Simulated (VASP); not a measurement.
CuO2:

```
CELL_PARAMETERS angstrom
1.44087 -5.31496 0.00000
1.44087 5.31496 0.00000
0.00000 0.00000 4.34342
ATOMIC_POSITIONS crystal
Cu 0.16725 0.83275 0.75000
Cu 0.83275 0.16725 0.25000
O 0.78897 0.21103 0.75000
O 0.21103 0.78897 0.25000
O 0.55149 0.44851 0.75000
O 0.44851 0.55149 0.25000
```

Base run:

- Program: VASP 6.6.1
- Functional: PBEsol
- Potentials or basis: VASP PAW PBE potentials, release 64 (Cu_sv_GW, O)
- Cutoff: 700 eV
- k mesh: 8 × 8 × 5
- Occupations: fermi-dirac, width 0.05 eV
- Spin: no spin polarisation

Its results: band gap on the k mesh zero (band 31 reaches 2.17 eV, above the bottom of band 32 at 1.89 eV); pressure -15.7 GPa; largest force 0.879 eV/Å.

Task: The run is repeated on the same cell with these changes: potentials or basis from VASP PAW PBE potentials, release 64 (Cu_sv_GW, O) to VASP PAW PBE potentials, release 64 (Cu, O); cutoff from 700 eV to 520 eV; further incar settings from ALGO = Normal; EDIFF = 1e-06; NBANDS = 40 to ALGO = Normal; EDIFF = 1e-07; NBANDS = 32; valence electrons from 62 to 46. What comes out?

Result: Band gap on the k mesh zero (band 23 reaches 2.13 eV, above the bottom of band 24 at 1.84 eV); pressure -13.6 GPa; largest force 0.828 eV/Å.

Caveats: the PAW data sets were made with another functional, which shifts forces and pressure a little; semilocal functionals often make such compounds metallic where correlation or magnetic order opens a gap, which also shifts bond lengths.
